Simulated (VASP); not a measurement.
# GaN (P6_3mc) in VASP: phonons with r2SCAN

Aim: the phonons of GaN with r2SCAN.

All numbers are computed with VASP 6.6.1; they aren't measurements. Logs are shortened: lines on timing, memory, paths and dates and some standing lists are left out, and cuts for length are marked.

## Step 1: The cell of the first run

It takes space group P6_3mc (No. 186, hexagonal). The conventional cell has a = 3.183 Å, b = 3.183 Å, c = 5.184 Å, α = 90.00°, β = 90.00°, γ = 120.00°. Within 2.6 Å of Ga (site symmetry 3m) lie 4 N at 1.95 Å. N (site symmetry 3m) has 4 Ga at 1.95 Å within 2.6 Å.

## Step 2: Phonons, r2SCAN

INCAR reads:

```
SYSTEM = GaN
  ALGO = Normal
  EDIFF = 1E-8
  ENCUT = 520
  IBRION = 6
  ISIF = 2
  ISMEAR = 0
  LASPH = .True.
  LCHARG = .False.
  LMIXTAU = .True.
  LREAL = .False.
  LWAVE = .False.
  METAGGA = R2SCAN
  NBANDS = 26
  NELM = 100
  NFREE = 2
  NSW = 1
  POTIM = 0.015
  PREC = Accurate
  SIGMA = 0.01
```

KPOINTS reads:

```
k-points
0
Gamma
  8 8 4
  0 0 0
```

POSCAR reads:

```
GaN
1.0
    3.1831024591      0.0000000000      0.0000000000
   -1.5915512296      2.7566475925      0.0000000000
    0.0000000000      0.0000000000      5.1835786277
Ga N
2 2
Direct
    0.3333333333      0.6666666667     -0.0008903353
    0.6666666667      0.3333333333      0.4991096647
    0.3333333333      0.6666666667      0.3758903353
    0.6666666667      0.3333333333      0.8758903353
```

Potentials or basis: VASP PAW PBE potentials, release 64 (Ga_d, N).

The run is started by

```
cat potpaw_PBE.64/Ga_d/POTCAR potpaw_PBE.64/N/POTCAR > POTCAR
mpirun -np 1 vasp_std > vasp.out
```

OUTCAR:

```text
SYSTEM = GaN
   EDIFF = 1E-8
   ENCUT = 520
   IBRION = 6
   ISIF = 2
   ISMEAR = 0
   LASPH = .True.
   LREAL = .False.
   METAGGA = R2SCAN
   NELM = 100
   NFREE = 2
   NSW = 1
   POTIM = 0.015
   PREC = Accurate

 ion  position               nearest neighbor table
   1  0.333  0.667  0.999-   4 1.95   4 1.95   4 1.95   3 1.95
   2  0.667  0.333  0.499-   3 1.95   3 1.95   3 1.95   4 1.95
   3  0.333  0.667  0.376-   2 1.95   2 1.95   2 1.95   1 1.95
   4  0.667  0.333  0.876-   1 1.95   1 1.95   1 1.95   2 1.95

  LATTYP: Found a hexagonal cell.
 ALAT       =     3.1831024591
 C/A-ratio  =     1.6284674133

  Lattice vectors:

 A1 = (   3.1831024591,   0.0000000000,   0.0000000000)
 A2 = (  -1.5915512296,   2.7566475925,   0.0000000000)
 A3 = (   0.0000000000,   0.0000000000,   5.1835786277)

Analysis of symmetry for initial positions (statically):
=====================================================================
 Subroutine PRICEL returns:
 Original cell was already a primitive cell.

 Routine SETGRP: Setting up the symmetry group for a
 hexagonal supercell.

 Subroutine GETGRP returns: Found 12 space group operations
 (whereof  6 operations were pure point group operations)
 out of a pool of 24 trial point group operations.

The static configuration has the point symmetry C_3v.
 The point group associated with its full space group is C_6v.

Analysis of symmetry for dynamics (positions and initial velocities):
=====================================================================
 Subroutine PRICEL returns:
 Original cell was already a primitive cell.

 Routine SETGRP: Setting up the symmetry group for a
 hexagonal supercell.

 Subroutine GETGRP returns: Found 12 space group operations
 (whereof  6 operations were pure point group operations)
 out of a pool of 24 trial point group operations.

The dynamic configuration has the point symmetry C_3v.
 The point group associated with its full space group is C_6v.

 Subroutine INISYM returns: Found 12 space group operations
 (whereof  6 operations are pure point group operations),
 and found     1 'primitive' translations

----------------------------------------------------------------------------------------

                                     Primitive cell

  volume of cell :      45.4843

  direct lattice vectors                    reciprocal lattice vectors
     3.183102459  0.000000000  0.000000000     0.314158910  0.181379731  0.000000000
    -1.591551230  2.756647592  0.000000000     0.000000000  0.362759463  0.000000000
     0.000000000  0.000000000  5.183578628     0.000000000  0.000000000  0.192916915

  length of vectors
     3.183102459  3.183102459  5.183578628     0.362759463  0.362759463  0.192916915

  position of ions in fractional coordinates (direct lattice)
     0.333333333  0.666666667  0.999109665
     0.666666667  0.333333333  0.499109665
     0.333333333  0.666666667  0.375890335
     0.666666667  0.333333333  0.875890335

  ion indices of the primitive-cell ions
   primitive index   ion index
                 1           1
                 2           2
                 3           3
                 4           4

----------------------------------------------------------------------------------------

 KPOINTS: k-points

Automatic generation of k-mesh.
 Grid dimensions read from file:
[... 64 lines left out ...]
   NELM   =    100;   NELMIN=  2; NELMDL= -5     # of ELM steps
   EDIFF  = 0.1E-07   stopping-criterion for ELM
   LREAL  =      F    real-space projection
   EDIFFG = 0.1E-06   stopping-criterion for IOM
   NSW    =     85    number of steps for IOM
   IBRION =      6    ionic relax: 0-MD 1-quasi-New 2-CG
   NFREE  =      2    steps in history (QN), initial steepest desc. (CG)
   ISIF   =      2    stress and relaxation
   ISYM   =      2    0-nonsym 1-usesym 2-fastsym
   POTIM  = 0.0150    time-step for ionic-motion
   TEBEG  =    0.0;   TEEND  =   0.0 temperature during run
   PSTRESS=    0.0 pullay stress
   NELECT =      36.0000    total number of electrons
   NUPDOWN=      -1.0000    fix difference up-down
   EMIN   =  10.00;   EMAX   =-10.00  energy-range for DOS
   EFERMI =   0.00;   METHOD = LEGACY
   ISMEAR =     0;   SIGMA  =   0.01  broadening in eV -4-tet -1-fermi 0-gaus
   EFERMI_NEDOS =   21; number of points for ismear=-14 and -15
   IALGO  =     38    algorithm
   IMIX   =      4    mixing-type and parameters
     AMIX     =   0.40;   BMIX     =  1.00
     AMIX_MAG =   1.60;   BMIX_MAG =  1.00
  volume/ion in A,a.u.               =      11.37        76.74
  Fermi-wavevector in a.u.,A,eV,Ry     =   1.514334  2.861677 31.201002  2.293209
  Thomas-Fermi vector in A             =   2.624006
   LORBIT       =      0    0 simple, 1 ext, 2 COOP (PROOUT), +10 PAW based schemes
   METAGGA = R2SCAN    functional components
   LHFCALC =     F    Hartree Fock is set to
   AEXX    =    0.0000 exact exchange contribution
   IVDW    =     0    specifies the selected vdW correction
   LEPSILON=     F    determine dielectric tensor
   LRPA    =     F    only Hartree local field effects (RPA)
 finite differences with symmetry
 non-spin polarized calculation
 Gauss-broadening in eV      SIGMA  =   0.01
  energy-cutoff  :      520.00
  volume of cell :       45.48
 maximum number of plane-waves:      1244
 NGX is ok and might be reduce to    24
   NGX = 11   NGY = 11   NGZ = 19

--------------------------------------- Ionic step        1  -------------------------------------------

 number of electron      35.9999993 magnetization

 Free energy of the ion-electron system (eV)
  ---------------------------------------------------
  ext. energy  EPLUGINS =         0.00000000
  ---------------------------------------------------
  free energy    TOTEN  =       -43.82044282 eV

  energy without entropy =      -43.82044282  energy(sigma->0) =      -43.82044282

------------------------ aborting loop because EDIFF is reached ----------------------------------------

  FORCE on cell =-STRESS in cart. coord.  units (eV):
  Direction    XX          YY          ZZ          XY          YZ          ZX
  --------------------------------------------------------------------------------------
  -------------------------------------------------------------------------------------
  Total        0.3223347      0.3223347      0.2823250     -0.0000000      0.0000000      0.0000000
  in kB       11.3541897     11.3541897      9.9448537     -0.0000000      0.0000000      0.0000000
  external PRESSURE =      10.8844111 kB  Pullay stress =       0.0000000 kB
[... 291 lines left out ...]
--------------------------------------- Ionic step        9  -------------------------------------------

 number of electron      35.9999993 magnetization

 Free energy of the ion-electron system (eV)
  ---------------------------------------------------
  ext. energy  EPLUGINS =         0.00000000
  ---------------------------------------------------
  free energy    TOTEN  =       -43.81825482 eV

  energy without entropy =      -43.81825482  energy(sigma->0) =      -43.81825482

 E-fermi :   5.1689     XC(G=0): -12.6639

 val. band max:        5.1096439895   @ k =   0.0000   0.0000   0.0000
 cond. band min:       7.4433911382   @ k =   0.0000   0.0000   0.0000
 fundamental gap:      2.3337471486
 Fermi energy:         5.1689096267

 k-point     1 :       0.0000    0.0000    0.0000
  band No.  band energies     occupation
      1     -11.7106      2.00000
      2     -10.7001      2.00000
      3      -8.7308      2.00000
      4      -8.7108      2.00000
      5      -8.7108      2.00000
      6      -8.6395      2.00000
[... 685 lines left out ...]
     25      17.9365      0.00000
     26      18.0690      0.00000

 [... further k-points ...]

------------------------ aborting loop because EDIFF is reached ----------------------------------------

  FORCE on cell =-STRESS in cart. coord.  units (eV):
  Direction    XX          YY          ZZ          XY          YZ          ZX
  --------------------------------------------------------------------------------------
  -------------------------------------------------------------------------------------
  Total        0.2414713      0.2414713      0.4512229     -0.0000000      0.0000000      0.0000000
  in kB        8.5057861      8.5057861     15.8942537     -0.0000000      0.0000000      0.0000000
  external PRESSURE =      10.9686087 kB  Pullay stress =       0.0000000 kB
[... 19 lines left out ...]
  FREE ENERGIE OF THE ION-ELECTRON SYSTEM (eV)
  ---------------------------------------------------
  free  energy   TOTEN  =       -43.8182548219 eV

  energy  without entropy=      -43.8182548219  energy(sigma->0) =      -43.81825482

 INTERNAL STRAIN TENSORS FROM DISPLACED ATOMS
 ============================================

 INTERNAL STRAIN TENSOR FOR ION    1 for displacements in x,y,z  (eV/Angst):
          X           Y           Z          XY          YZ          ZX
  --------------------------------------------------------------------------------
  x     0.00000    -0.00000     0.00000    -8.27986     0.00000    -5.84663
  y    -8.27986     8.27986     0.00000    -0.00000    -5.84629     0.00000
  z    -5.63601    -5.63601    10.61123     0.00000     0.00000     0.00000

 INTERNAL STRAIN TENSOR FOR ION    4 for displacements in x,y,z  (eV/Angst):
          X           Y           Z          XY          YZ          ZX
  --------------------------------------------------------------------------------
  x    -0.00000     0.00000     0.00000     9.90883    -0.00000     5.73264
  y     9.90883    -9.90883    -0.00000     0.00000     5.73231    -0.00000
  z     5.47236     5.47236   -10.59474    -0.00000     0.00000     0.00000

 Eigenvectors and eigenvalues of the dynamical matrix
 ----------------------------------------------------

   1 f  =   20.979323 THz   131.816971 2PiTHz  699.794874 cm-1    86.763467 meV
             X         Y         Z           dx          dy          dz
     -0.000000  1.837765  5.178964    -0.000000   -0.000000    0.034394
      1.591551  0.918883  2.587174    -0.000000   -0.000000   -0.034394
     -0.000000  1.837765  1.948457    -0.000000   -0.000000   -0.706270
      1.591551  0.918883  4.540246     0.000000    0.000000    0.706270
[... 71 lines left out ...]
  12 f/i=    0.206962 THz     1.300383 2PiTHz    6.903522 cm-1     0.855927 meV
             X         Y         Z           dx          dy          dz
     -0.000000  1.837765  5.178964     0.000000   -0.000000   -0.648959
      1.591551  0.918883  2.587174     0.000000   -0.000000   -0.648959
     -0.000000  1.837765  1.948457     0.000000   -0.000000   -0.280807
      1.591551  0.918883  4.540246     0.000000   -0.000000   -0.280807

 ELASTIC MODULI CONTR FROM IONIC RELAXATION (kBar)
 Direction    XX          YY          ZZ          XY          YZ          ZX
 --------------------------------------------------------------------------------
 XX        -654.2319    291.7636    346.0630      0.0000     -0.0000     -0.0000
 YY         291.7636   -654.2319    346.0630      0.0000     -0.0000      0.0000
 ZZ         346.0630    346.0630   -660.8002     -0.0000     -0.0000     -0.0000
 XY           0.0000      0.0000     -0.0000   -472.9978      0.0000      0.0000
 YZ          -0.0000      0.0000     -0.0000      0.0000   -176.6314      0.0000
 ZX          -0.0000      0.0000     -0.0000      0.0000      0.0000   -176.6520
 --------------------------------------------------------------------------------
```

It took 14 min on 1 thread of Intel Xeon 6975P-C (Granite Rapids), shared host; peak memory 0.34 GiB.

What came out:

* Highest phonon frequency at Γ, LO-TO splitting left out: 700 cm⁻¹

Phonon frequencies in cm⁻¹ (negative: imaginary):
| q point | frequencies |
| --- | --- |
| (0.000, 0.000, 0.000) | -7 -1 -1 139 139 328 535 559 559 569 569 700 |

Caveat: the cell stands under pressure or tension, which shifts response properties; the PAW data sets were made with another functional, which shifts forces and pressure a little.
